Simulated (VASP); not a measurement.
Write the native input for VASP 6.6.1 that does the following.

```yaml
Task: single point
Functional: PBEsol
Potentials_or_basis: VASP PAW PBE potentials, release 64 (Sb)
Cutoff: 520 eV
k_mesh: 6 × 6 × 4
Occupations: fermi-dirac, width 0.05 eV
Spin: no spin polarisation
Dipole_correction: no
Further_INCAR_settings: ALGO = Normal; EDIFF = 1e-07; NBANDS = 18
```

The structure of Sb lies in POSCAR:

```
Sb
1.0
    3.3059395607      0.0000000000     -0.1399776627
    0.0000000000      4.8847488593      0.0000000000
   -1.1609476247      0.0000000000      5.5275610979
Sb
4
Direct
    0.3770645376      0.2500000000      0.7233497584
    0.9010089392      0.7500000000      0.7880720054
    0.0989910608      0.2500000000      0.2119279946
    0.6229354624      0.7500000000      0.2766502416
```

The input as run:

INCAR

```
SYSTEM = Sb
PREC = Accurate
ENCUT = 520
EDIFF = 1E-7
ISMEAR = -1
SIGMA = 0.05
LREAL = .False.
LASPH = .True.
NELM = 100
ALGO = Normal
ISIF = 2
LWAVE = .False.
LCHARG = .False.
GGA = PS
NBANDS = 18
```

KPOINTS

```
Automatic mesh
0
Gamma
  6 6 4
  0 0 0
```

Potentials or basis: VASP PAW PBE potentials, release 64 (Sb).

Run with:

```console
$ cat potpaw_PBE.64/Sb/POTCAR > POTCAR
$ mpirun -np 1 vasp_std > vasp.out
```

It gave:

```json
{
 "Pressure": "20.4 GPa",
 "Largest force": "0.051 eV/Å",
 "Band gap on the k mesh": "zero (bands 10 and 11 overlap by 4.00 eV)"
}
```

Caveat: the cell stands under pressure; the PAW data sets were made with another functional, which shifts forces and pressure a little; spin-orbit coupling is left out, which moves the levels of the heavy elements.

Wall time 28 s on 1 thread of Intel(R) Xeon(R) 6975P-C (Granite Rapids), on a shared host, peak memory 0.22 GiB.
